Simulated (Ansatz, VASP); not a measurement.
# Two plane-wave programs on YbOs3

The input INCAR:

```
SYSTEM = YbOs3
PREC = Accurate
ENCUT = 520
EDIFF = 1E-7
ISMEAR = 0
SIGMA = 0.05
LREAL = .FALSE.
LASPH = .TRUE.
NELM = 60
ALGO = Normal
ISIF = 2
LWAVE = .FALSE.
LCHARG = .FALSE.
GGA = PE
NBANDS = 32
```

File KPOINTS:

```
Automatic mesh
0
G
  8 8 8
  0 0 0
```

The input POSCAR:

```
YbOs3
1.0
    4.0126238335      0.0000000000      0.0000000000
    0.0000000000      4.0126238335      0.0000000000
    0.0000000000      0.0000000000      4.0126238335
Yb Os
1 3
Direct
    0.0000000000      0.0000000000      0.0000000000
    0.0000000000      0.5000000000      0.5000000000
    0.5000000000      0.5000000000      0.0000000000
    0.5000000000      0.0000000000      0.5000000000
```

Input for Ansatz:

```yaml
crystal:
  lattice:
    - [4.0126238335, 0.0, 0.0]
    - [0.0, 4.0126238335, 0.0]
    - [0.0, 0.0, 4.0126238335]
  atoms:
    - { symbol: Yb, position: [0.0, 0.0, 0.0] }
    - { symbol: Os, position: [0.0, 0.5, 0.5] }
    - { symbol: Os, position: [0.5, 0.5, 0.0] }
    - { symbol: Os, position: [0.5, 0.0, 0.5] }
basis:
  ecutwfc: 420
  ecutrho_ratio: 4
kpoints:
  mp_grid: { grid: [8, 8, 8] }
hamiltonian:
  xc: pbe
scf:
  occupations: { method: gaussian, width: 0.05 }
output:
  forces: true
  stress: true
  eigenvalues: true
```

Alike in both runs: task single point; functional PBE; k mesh 8 × 8 × 8; occupations gaussian, width 0.05 eV; no spin polarisation.

|  | VASP | Ansatz |
| --- | --- | --- |
| version | VASP 6.6.1 | Ansatz 0.2.0 |
| potentials or method | VASP PAW PBE potentials, release 64 (Yb, Os), cutoff 520 eV | scalar-relativistic, plane waves, PAW |
| valence electrons in the cell | 48 | 72 |

|  | VASP | Ansatz | Ansatz less VASP |
| --- | --- | --- | --- |
| gap on the k mesh at the Fermi level (eV) | none | none | - |
| pressure (GPa) | 0.2 | 0.0 | -0.17 |

A gap of «none» marks a metal or a gap that the smearing closes. VASP's potentials hold 48 valence electrons a cell and Ansatz's 72, so a difference there can come from the potentials and not from the codes.

Neither program's run includes spin-orbit coupling.
